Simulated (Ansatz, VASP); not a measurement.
One calculation of Zr, two programs

File INCAR:

```
SYSTEM = Zr
PREC = Accurate
ENCUT = 500
EDIFF = 1E-6
ISMEAR = 0
SIGMA = 0.15
LREAL = .False.
LASPH = .True.
NELM = 120
ALGO = Normal
ISIF = 2
LWAVE = .False.
LCHARG = .False.
GGA = PE
NBANDS = 12
GGA_COMPAT = .False.
```

KPOINTS

```
regular mesh
0
Gamma
  20 20 20
  0 0 0
```

POSCAR

```
Zr
1.0
   -1.8159231848      1.8159231848      1.6851767155
    1.8159231848     -1.8159231848      1.6851767155
    1.8159231848      1.8159231848     -1.6851767155
Zr
1
Direct
    0.0000000000      0.0000000000      0.0000000000
```

Input for Ansatz:

```yaml
crystal:
  lattice:
    - [-1.8159231848, 1.8159231848, 1.6851767155]
    - [1.8159231848, -1.8159231848, 1.6851767155]
    - [1.8159231848, 1.8159231848, -1.6851767155]
  atoms:
    - { symbol: Zr, position: [0.0, 0.0, 0.0] }
basis:
  ecutwfc: 420
kpoints:
  mp_grid: { grid: [20, 20, 20] }
hamiltonian:
  xc: pbe
scf:
  occupations: { method: gaussian, width: 0.15 }
output:
  forces: true
  stress: true
  eigenvalues: true
```

Alike in both runs: task single point; functional PBE; k mesh 20 × 20 × 20; occupations gaussian, width 0.15 eV; no spin polarisation.

|  | VASP | Ansatz |
| --- | --- | --- |
| version | VASP 6.6.1 | Ansatz 0.2.0 |
| potentials or method | VASP PAW PBE potentials, release 64 (Zr_sv), cutoff 500 eV | scalar-relativistic, plane waves, PAW |
| valence electrons in the cell | 12 | 12 |

|  | VASP | Ansatz | Ansatz less VASP |
| --- | --- | --- | --- |
| gap on the k mesh at the Fermi level (eV) | none | none | - |
| pressure (GPa) | 2.7 | 2.7 | -0.06 |
| traceless stress, the component that is largest in VASP (GPa) | -0.98 | -0.98 | +0.006 |

A gap of «none» marks a metal or a gap that the smearing closes.
